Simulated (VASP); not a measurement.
# MnS (Fm-3m) in VASP: settings compared, part 2 of 2

VASP 6.6.1. Earlier steps stand in the parts before.

### 5 Single point, BLYP, collinear spin, ferromagnetic start

This run uses another cell than the first one, of 18.11 Å³/atom.

INCAR

```
PREC = Accurate
ENCUT = 520
EDIFF = 1E-6
ISMEAR = -1
SIGMA = 0.05
LREAL = F
LASPH = T
NELM = 150
ALGO = Normal
ISIF = 2
LWAVE = F
LCHARG = T
ISPIN = 2
MAGMOM = 4 0
LORBIT = 11
LMAXMIX = 4
GGA = B5
ALDAX = 1.0
AGGAX = 1.0
AGGAC = 1.0
ALDAC = 0.0
LELF = T
LVHAR = T
NBANDS = 20
```

KPOINTS

```
regular mesh
0
Gamma
  9 9 9
```

POSCAR

```
MnS
1.0
    0.0000000000      2.6260285066      2.6260285066
    2.6260285066      0.0000000000      2.6260285066
    2.6260285066      2.6260285066      0.0000000000
Mn S
1 1
Direct
    0.0000000000      0.0000000000      0.0000000000
    0.5000000000      0.5000000000      0.5000000000
```

Potentials or basis: VASP PAW PBE potentials, release 64 (Mn_pv, S).

Command:

```sh
cat potpaw_PBE.64/Mn_pv/POTCAR potpaw_PBE.64/S/POTCAR > POTCAR
mpirun -np 1 vasp_std > vasp.out
```

OUTCAR:

```text
PREC = Accurate
   ENCUT = 520
   EDIFF = 1E-6
   ISMEAR = -1
   LREAL = F
   LASPH = T
   NELM = 150
   ISIF = 2
   ISPIN = 2
   LORBIT = 11
   GGA = B5

 ion  position               nearest neighbor table
   1  0.000  0.000  0.000-   2 2.63   2 2.63   2 2.63   2 2.63   2 2.63   2 2.63
   2  0.500  0.500  0.500-   1 2.63   1 2.63   1 2.63   1 2.63   1 2.63   1 2.63

  LATTYP: Found a face centered cubic cell.
 ALAT       =     5.2520570132

  Lattice vectors:

 A1 = (   0.0000000000,   2.6260285066,   2.6260285066)
 A2 = (   2.6260285066,   0.0000000000,   2.6260285066)
 A3 = (   2.6260285066,   2.6260285066,   0.0000000000)

Analysis of symmetry for initial positions (statically):
=====================================================================
 Subroutine PRICEL returns:
 Original cell was already a primitive cell.

 Routine SETGRP: Setting up the symmetry group for a
 face centered cubic supercell.

 Subroutine GETGRP returns: Found 48 space group operations
 (whereof 48 operations were pure point group operations)
 out of a pool of 48 trial point group operations.

The static configuration has the point symmetry O_h .

Analysis of symmetry for dynamics (positions and initial velocities):
=====================================================================
 Subroutine PRICEL returns:
 Original cell was already a primitive cell.

 Routine SETGRP: Setting up the symmetry group for a
 face centered cubic supercell.

 Subroutine GETGRP returns: Found 48 space group operations
 (whereof 48 operations were pure point group operations)
 out of a pool of 48 trial point group operations.

The dynamic configuration has the point symmetry O_h .

Analysis of structural, dynamic, and magnetic symmetry:
=====================================================================
 Subroutine PRICEL returns:
 Original cell was already a primitive cell.
[... 139 lines left out ...]
 spin polarized calculation
  energy-cutoff  :      520.00
  volume of cell :       36.22
 maximum number of plane-waves:       986
   NGX = 13   NGY = 13   NGZ = 13

 number of electron      18.9999989 magnetization       4.7018125

 Free energy of the ion-electron system (eV)
  ---------------------------------------------------
  ext. energy  EPLUGINS =         0.00000000
  ---------------------------------------------------
  free energy    TOTEN  =       -12.54448977 eV

  energy without entropy =      -12.53695144  energy(sigma->0) =      -12.54072060

 E-fermi :   6.6980     XC(G=0):  -9.9314

 val. band max:        6.6792208318   @ k =  -0.2222   0.1111   0.0000
 cond. band min:       6.7240954216   @ k =   0.4444   0.3333   0.1111
 fundamental gap:      0.0448745898
 Fermi energy:         6.6980106299

 spin component 1

 k-point     1 :       0.0000    0.0000    0.0000
  band No.  band energies     occupation
      1     -43.7216      1.00000
      2     -43.7216      1.00000
      3     -43.7216      1.00000
      4      -7.5939      1.00000
      5       3.5030      1.00000
      6       3.5030      1.00000
[... 541 lines left out ...]
     19      21.3619      0.00000
     20      21.3619      0.00000

 [... further k-points ...]

 spin component 2

 k-point     1 :       0.0000    0.0000    0.0000
  band No.  band energies     occupation
      1     -39.3543      1.00000
      2     -39.3542      1.00000
      3     -39.3542      1.00000
      4      -7.3422      1.00000
      5       5.1054      1.00000
      6       5.1054      1.00000
[... 541 lines left out ...]
     19      21.6770      0.00000
     20      21.6770      0.00000

 [... further k-points ...]
[... 5 lines left out ...]
  --------------------------------------------------------------------------------------
  -------------------------------------------------------------------------------------
  Total       -0.0064129     -0.0064129     -0.0064129     -0.0000000     -0.0000000      0.0000000
  in kB       -0.2836855     -0.2836855     -0.2836855     -0.0000000     -0.0000000      0.0000000
  external PRESSURE =      -0.2836855 kB  Pullay stress =       0.0000000 kB

 VOLUME and BASIS-vectors are now :
 -----------------------------------------------------------------------------
  energy-cutoff  :      520.00
  volume of cell :       36.22
      direct lattice vectors                 reciprocal lattice vectors
     0.000000000  2.626028507  2.626028507    -0.190401589  0.190401589  0.190401589
     2.626028507  0.000000000  2.626028507     0.190401589 -0.190401589  0.190401589
     2.626028507  2.626028507  0.000000000     0.190401589  0.190401589 -0.190401589

 POSITION                                       TOTAL-FORCE (eV/Angst)
 -----------------------------------------------------------------------------------
      0.00000      0.00000      0.00000        -0.000000      0.000000     -0.000000
      2.62603      2.62603      2.62603         0.000000      0.000000      0.000000
 -----------------------------------------------------------------------------------
    total drift:                               -0.000000      0.000000      0.000000

  FREE ENERGIE OF THE ION-ELECTRON SYSTEM (eV)
  ---------------------------------------------------
  free  energy   TOTEN  =       -12.5444897696 eV

  energy  without entropy=      -12.5369514371  energy(sigma->0) =      -12.54072060

 total charge

# of ion       s       p       d       tot
------------------------------------------
    1        0.212   6.155   4.963  11.329
    2        1.339   2.421   0.000   3.760
--------------------------------------------------
tot          1.551   8.575   4.963  15.089

 magnetization (x)

# of ion       s       p       d       tot
------------------------------------------
    1        0.044   0.030   4.160   4.234
    2        0.028   0.106   0.000   0.134
--------------------------------------------------
tot          0.072   0.136   4.160   4.369
```

stdout:

```text
POSCAR found type information on POSCAR MnS
 POSCAR found :  2 types and       2 ions
 scaLAPACK will be used
 -----------------------------------------------------------------------------
|                                                                             |
|                                                                             |
|     You enforced a specific xc type in the INCAR file but a different       |
|     I HOPE YOU KNOW WHAT YOU ARE DOING!                                     |
|                                                                             |
 -----------------------------------------------------------------------------

 LDA part: xc-table for (Slater(with rela. corr.)+VWN5), standard interpolation
 POSCAR, INCAR and KPOINTS ok, starting setup
 FFT: planning ... GRIDC
 FFT: planning ... GRID_SOFT
 FFT: planning ... GRID
 WAVECAR not read
 entering main loop
```

It took 61 s on 1 thread of Intel Xeon 8259CL, shared host; peak memory 0.19 GiB.

Results:

* Free energy: -12.5445 eV
* Pressure: 0.0 GPa
* Net moment: 4.70 μB per cell
* Site moments: Mn +4.23; S +0.13 μB
* Valence electrons inside the program's atomic spheres: Mn 11.33; S 3.76

Levels at points of the mesh, in eV from the Fermi level:
Spin up:
| k point | band 8 | band 9 | band 10 | band 11 | band 12 | band 13 | band 14 | band 15 | band 16 | band 17 |
| --- | --- | --- | --- | --- | --- | --- | --- | --- | --- | --- |
| (0.00, 0.00, 0.00) | -3.11 | -3.11 | -1.80 | -1.80 | -1.80 | 1.83 | 8.86 | 8.86 | 8.86 | 11.32 |
Spin down:
```csv
k point,band 5,band 6,band 7,band 8,band 9,band 10
"(0.00, 0.00, 0.00)",-1.59,-1.59,-1.59,0.24,0.24,0.24
```

Caveat: the PAW data sets were made with another functional, which shifts forces and pressure a little; a cell with one magnetic atom can't hold antiferromagnetic order, which such compounds often take; semilocal functionals often make such compounds metallic where correlation or magnetic order opens a gap, which also shifts bond lengths.

### 6 Single point, r2SCAN, collinear spin, ferromagnetic start

This run uses another cell than the first one, of 17.67 Å³/atom.

POSCAR

```
MnS
1.0
    0.0000000000      2.6045000000      2.6045000000
    2.6045000000      0.0000000000      2.6045000000
    2.6045000000      2.6045000000      0.0000000000
Mn S
1 1
Direct
    0.0000000000      0.0000000000      0.0000000000
    0.5000000000      0.5000000000      0.5000000000
```

INCAR.step1

```
ALGO = Normal
EDIFF = 1E-4
ENCUT = 520
GGA = PE
ISMEAR = -1
ISPIN = 2
LASPH = True
LCHARG = False
LMAXMIX = 4
LREAL = False
LWAVE = True
MAGMOM = 4 0
NBANDS = 20
NELM = 150
PREC = Accurate
SIGMA = 0.05
```

INCAR.step2

```
ALGO = Normal
EDIFF = 1E-6
ENCUT = 520
ISIF = 2
ISMEAR = -1
ISPIN = 2
ISTART = 1
LASPH = True
LCHARG = True
LELF = True
LMAXMIX = 4
LMIXTAU = True
LORBIT = 11
LREAL = False
LVHAR = True
LWAVE = False
MAGMOM = 4 0
METAGGA = R2SCAN
NBANDS = 20
NELM = 150
PREC = Accurate
SIGMA = 0.05
```

KPOINTS

```
k-points
0
Gamma
  9 9 9
```

Potentials or basis: VASP PAW PBE potentials, release 64 (Mn_pv, S).

Command:

```sh
cat potpaw_PBE.64/Mn_pv/POTCAR potpaw_PBE.64/S/POTCAR > POTCAR
cp INCAR.step1 INCAR
mpirun -np 1 vasp_std > vasp.out
cp INCAR.step2 INCAR
mpirun -np 1 vasp_std > vasp.out
```

OUTCAR:

```text
EDIFF = 1E-6
   ENCUT = 520
   ISIF = 2
   ISMEAR = -1
   ISPIN = 2
   ISTART = 1
   LASPH = True
   LORBIT = 11
   LREAL = False
   METAGGA = R2SCAN
   NELM = 150
   PREC = Accurate

 ion  position               nearest neighbor table
   1  0.000  0.000  0.000-   2 2.60   2 2.60   2 2.60   2 2.60   2 2.60   2 2.60
   2  0.500  0.500  0.500-   1 2.60   1 2.60   1 2.60   1 2.60   1 2.60   1 2.60

  LATTYP: Found a face centered cubic cell.
 ALAT       =     5.2090000000

  Lattice vectors:

 A1 = (   0.0000000000,   2.6045000000,   2.6045000000)
 A2 = (   2.6045000000,   0.0000000000,   2.6045000000)
 A3 = (   2.6045000000,   2.6045000000,   0.0000000000)

Analysis of symmetry for initial positions (statically):
=====================================================================
 Subroutine PRICEL returns:
 Original cell was already a primitive cell.

 Routine SETGRP: Setting up the symmetry group for a
 face centered cubic supercell.

 Subroutine GETGRP returns: Found 48 space group operations
 (whereof 48 operations were pure point group operations)
 out of a pool of 48 trial point group operations.

The static configuration has the point symmetry O_h .

Analysis of symmetry for dynamics (positions and initial velocities):
=====================================================================
 Subroutine PRICEL returns:
 Original cell was already a primitive cell.

 Routine SETGRP: Setting up the symmetry group for a
 face centered cubic supercell.

 Subroutine GETGRP returns: Found 48 space group operations
 (whereof 48 operations were pure point group operations)
 out of a pool of 48 trial point group operations.

The dynamic configuration has the point symmetry O_h .

Analysis of structural, dynamic, and magnetic symmetry:
=====================================================================
 Subroutine PRICEL returns:
 Original cell was already a primitive cell.

 Routine SETGRP: Setting up the symmetry group for a
 face centered cubic supercell.

 Subroutine GETGRP returns: Found 48 space group operations
 (whereof 48 operations were pure point group operations)
 out of a pool of 48 trial point group operations.

The overall configuration has the point symmetry O_h .

 Subroutine INISYM returns: Found 48 space group operations
 (whereof 48 operations are pure point group operations),
 and found     1 'primitive' translations

----------------------------------------------------------------------------------------

                                     Primitive cell

  volume of cell :      35.3348

  direct lattice vectors                    reciprocal lattice vectors
     0.000000000  2.604500000  2.604500000    -0.191975427  0.191975427  0.191975427
     2.604500000  0.000000000  2.604500000     0.191975427 -0.191975427  0.191975427
     2.604500000  2.604500000  0.000000000     0.191975427  0.191975427 -0.191975427

  length of vectors
     3.683319223  3.683319223  3.683319223     0.332511194  0.332511194  0.332511194

  position of ions in fractional coordinates (direct lattice)
     0.000000000  0.000000000  0.000000000
     0.500000000  0.500000000  0.500000000

  ion indices of the primitive-cell ions
   primitive index   ion index
                 1           1
                 2           2
[... 58 lines left out ...]
   dimension x,y,z NGXF=    56 NGYF=   56 NGZF=   56
   ions per type =               1   1
   NGX,Y,Z   is equivalent  to a cutoff of  12.64, 12.64, 12.64 a.u.
   NGXF,Y,Z  is equivalent  to a cutoff of  25.28, 25.28, 25.28 a.u.
 SYSTEM =  unknown system
   PREC   = accura    normal or accurate (medium, high low for compatibility)
   ISTART =      1    job   : 0-new  1-cont  2-samecut
   ICHARG =      0    charge: 1-file 2-atom 10-const
   ISPIN  =      2    spin polarized calculation?
   LNONCOLLINEAR =      F non collinear calculations
   LSORBIT =      F    spin-orbit coupling
   LASPH  =      T    aspherical Exc in radial PAW
   ENCUT  =  520.0 eV  38.22 Ry    6.18 a.u.   6.85  6.85  6.85*2*pi/ulx,y,z
   NELM   =    150;   NELMIN=  2; NELMDL=  0     # of ELM steps
   EDIFF  = 0.1E-05   stopping-criterion for ELM
   LREAL  =      F    real-space projection
   EDIFFG = 0.1E-04   stopping-criterion for IOM
   NSW    =      0    number of steps for IOM
   IBRION =     -1    ionic relax: 0-MD 1-quasi-New 2-CG
   NFREE  =      0    steps in history (QN), initial steepest desc. (CG)
   ISIF   =      2    stress and relaxation
   ISYM   =      2    0-nonsym 1-usesym 2-fastsym
   POTIM  = 0.5000    time-step for ionic-motion
   TEBEG  =    0.0;   TEEND  =   0.0 temperature during run
   PSTRESS=    0.0 pullay stress
   NELECT =      19.0000    total number of electrons
   NUPDOWN=      -1.0000    fix difference up-down
   EMIN   =  10.00;   EMAX   =-10.00  energy-range for DOS
   EFERMI =   0.00;   METHOD = LEGACY
   ISMEAR =    -1;   SIGMA  =   0.05  broadening in eV -4-tet -1-fermi 0-gaus
   EFERMI_NEDOS =   21; number of points for ismear=-14 and -15
   IALGO  =     38    algorithm
   IMIX   =      4    mixing-type and parameters
     AMIX     =   0.40;   BMIX     =  1.00
     AMIX_MAG =   1.60;   BMIX_MAG =  1.00
  volume/ion in A,a.u.               =      17.67       119.23
  Fermi-wavevector in a.u.,A,eV,Ry     =   1.331246  2.515690 24.112464  1.772216
  Thomas-Fermi vector in A             =   2.460272
   LORBIT       =     11    0 simple, 1 ext, 2 COOP (PROOUT), +10 PAW based schemes
   METAGGA = R2SCAN    functional components
   LHFCALC =     F    Hartree Fock is set to
   AEXX    =    0.0000 exact exchange contribution
   IVDW    =     0    specifies the selected vdW correction
   LEPSILON=     F    determine dielectric tensor
   LRPA    =     F    only Hartree local field effects (RPA)
 spin polarized calculation
  energy-cutoff  :      520.00
  volume of cell :       35.33
 maximum number of plane-waves:       963
   NGX = 13   NGY = 13   NGZ = 13

 number of electron      18.9999989 magnetization       4.9784639

 Free energy of the ion-electron system (eV)
  ---------------------------------------------------
  ext. energy  EPLUGINS =         0.00000000
  ---------------------------------------------------
  free energy    TOTEN  =       -24.87666160 eV

  energy without entropy =      -24.87460952  energy(sigma->0) =      -24.87563556

 E-fermi :   6.6918     XC(G=0): -11.2148

 val. band max:        6.6139964534   @ k =   0.4444   0.0000   0.0000
 cond. band min:       6.7671493979   @ k =   0.3333   0.3333   0.0000
 fundamental gap:      0.1531529446
 Fermi energy:         6.6918139926

 spin component 1

 k-point     1 :       0.0000    0.0000    0.0000
  band No.  band energies     occupation
      1     -46.6193      1.00000
      2     -46.6193      1.00000
      3     -46.6192      1.00000
      4      -8.6027      1.00000
      5       2.5898      1.00000
      6       2.5898      1.00000
[... 541 lines left out ...]
     19      21.8819      0.00000
     20      21.8819      0.00000

 [... further k-points ...]

 spin component 2

 k-point     1 :       0.0000    0.0000    0.0000
  band No.  band energies     occupation
      1     -40.3667      1.00000
      2     -40.3667      1.00000
      3     -40.3666      1.00000
      4      -8.2443      1.00000
      5       4.9293      1.00000
      6       4.9293      1.00000
[... 541 lines left out ...]
     19      22.6580      0.00000
     20      22.6580      0.00000

 [... further k-points ...]
[... 5 lines left out ...]
  --------------------------------------------------------------------------------------
  -------------------------------------------------------------------------------------
  Total        0.0980357      0.0980357      0.0980357      0.0000000      0.0000000      0.0000000
  in kB        4.4452062      4.4452062      4.4452062      0.0000000      0.0000000      0.0000000
  external PRESSURE =       4.4452062 kB  Pullay stress =       0.0000000 kB

 VOLUME and BASIS-vectors are now :
 -----------------------------------------------------------------------------
  energy-cutoff  :      520.00
  volume of cell :       35.33
      direct lattice vectors                 reciprocal lattice vectors
     0.000000000  2.604500000  2.604500000    -0.191975427  0.191975427  0.191975427
     2.604500000  0.000000000  2.604500000     0.191975427 -0.191975427  0.191975427
     2.604500000  2.604500000  0.000000000     0.191975427  0.191975427 -0.191975427

 POSITION                                       TOTAL-FORCE (eV/Angst)
 -----------------------------------------------------------------------------------
      0.00000      0.00000      0.00000         0.000000     -0.000000     -0.000000
      2.60450      2.60450      2.60450         0.000000      0.000000      0.000000
 -----------------------------------------------------------------------------------
    total drift:                               -0.000000      0.000000      0.000000

  FREE ENERGIE OF THE ION-ELECTRON SYSTEM (eV)
  ---------------------------------------------------
  free  energy   TOTEN  =       -24.8766616025 eV

  energy  without entropy=      -24.8746095239  energy(sigma->0) =      -24.87563556

 total charge

# of ion       s       p       d       tot
------------------------------------------
    1        0.219   6.161   4.898  11.278
    2        1.310   2.479   0.000   3.789
--------------------------------------------------
tot          1.529   8.640   4.898  15.068

 magnetization (x)

# of ion       s       p       d       tot
------------------------------------------
    1        0.051   0.037   4.407   4.495
    2        0.030   0.108   0.000   0.138
--------------------------------------------------
tot          0.080   0.146   4.407   4.633
```

Run time: 2.9 min. Hardware: 1 thread of Intel Xeon 8259CL, shared host; peak memory 0.21 GiB.

Results:

| Property | Result |
| --- | --- |
| Free energy | -24.8767 eV |
| Pressure | 0.4 GPa |
| Band gap on the k mesh | zero (filled and empty bands overlap) |
| Net moment | 4.98 μB per cell |
| Site moments | Mn +4.50; S +0.14 μB |
| Valence electrons inside the program's atomic spheres | Mn 11.28; S 3.79 |

Caveat: the PAW data sets were made with another functional, which shifts forces and pressure a little; a cell with one magnetic atom can't hold antiferromagnetic order, which such compounds often take; semilocal functionals often make such compounds metallic where correlation or magnetic order opens a gap, which also shifts bond lengths. With open d or f shells a metallic result of r2SCAN can be an artefact of self-interaction; +U or a hybrid may open a gap.

### 7 Overview

| level | cell | smearing | gap on the mesh (eV) | pressure (GPa) | moment (μB) |
| --- | --- | --- | --- | --- | --- |
| revPBE | a = 3.678 Å, angles 60.0°, 2 atoms | fermi-dirac 0.05 eV | none | 0.0 | 4.75 |
| PBE | a = 3.683 Å, angles 60.0°, 2 atoms | gaussian 0.012 eV | none | -2.9 | 4.72 |
| RPBE | a = 3.696 Å, angles 60.0°, 2 atoms | fermi-dirac 0.05 eV | none | 0.0 | 4.79 |
| BLYP | a = 3.714 Å, angles 60.0°, 2 atoms | fermi-dirac 0.05 eV | none | 0.0 | 4.70 |
| r2SCAN | a = 3.683 Å, angles 60.0°, 2 atoms | fermi-dirac 0.05 eV | none | 0.4 | 4.98 |

Alike in all rows: task single point; potentials or basis VASP PAW PBE potentials, release 64 (Mn_pv, S); spin collinear, ferromagnetic start; k mesh 9 × 9 × 9; cutoff (eV) 520.

Caveats: a cell with one magnetic atom can't hold antiferromagnetic order, which such compounds often take; semilocal functionals often make such compounds metallic where correlation or magnetic order opens a gap, which also shifts bond lengths; the PAW data sets were made with another functional, which shifts forces and pressure a little (at least some runs).

Absolute energies hang on the potentials; compare differences alone.
